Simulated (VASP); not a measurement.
# Si2Mo: single point with PBEsol

The system is Si2Mo.

```
Si Mo
1.0
    -1.62765    1.58835    3.93050
     1.58835   -1.62765    3.93050
     1.61165    1.61165   -3.94650
Si Mo
2 1
Direct
  0.33300 0.33300 0.00000
  0.66700 0.66700 0.00000
  0.00000 0.00000 0.00000
```

This cell differs from its parent crystal: equal xy, yz and zx shear strains of -1 %.

| Item | Value |
| --- | --- |
| Program | VASP 6.6.1 |
| Task | single point |
| Functional | PBEsol |
| Potentials or basis | VASP PAW PBE potentials, release 64 (Si, Mo_sv) |
| Cutoff | 520 eV |
| k mesh | 12 × 12 × 16 |
| Occupations | fermi-dirac, width 0.03 eV |
| Spin | no spin polarisation |

* Pressure: -2.3 GPa
* Largest force: 0.326 eV/Å
* Band gap on the k mesh: zero (bands 11 and 12 overlap by 0.96 eV)

Forces on the atoms (eV/Å):
```
Si  -0.011 -0.011  0.326
Si   0.011  0.011 -0.326
Mo   0.000  0.000  0.000
```

Stress tensor (GPa, compression positive):
```
-1.85  2.00  2.06
 2.00 -1.85  2.06
 2.06  2.06 -3.18
```

Levels at points of the mesh, in eV from the Fermi level:
```csv
k point,band 9,band 10,band 11,band 12,band 13,band 14
"(0.00, 0.00, 0.00)",-2.76,-2.61,0.39,3.04,3.04,3.60
"(0.50, 0.00, 0.00)",-2.63,-2.52,-0.54,2.21,3.03,3.96
"(0.50, 0.50, 0.00)",-4.58,-3.09,-1.10,2.28,2.67,2.94
"(0.00, 0.00, 0.50)",-4.49,-3.10,-1.23,2.28,2.68,3.03
"(0.50, 0.00, 0.50)",-2.71,-2.53,-0.56,2.24,2.96,4.05
"(0.50, 0.50, 0.50)",-0.67,-0.59,-0.57,-0.50,0.52,4.60
```

It took 16 min on 1 thread of Oxide Virtual Turin-like Processor, with other jobs on the host, peak memory 0.51 GiB.

Caveat: the cell differs from its parent crystal (equal xy, yz and zx shear strains of -1 %); the PAW data sets were made with another functional, which shifts forces and pressure a little.
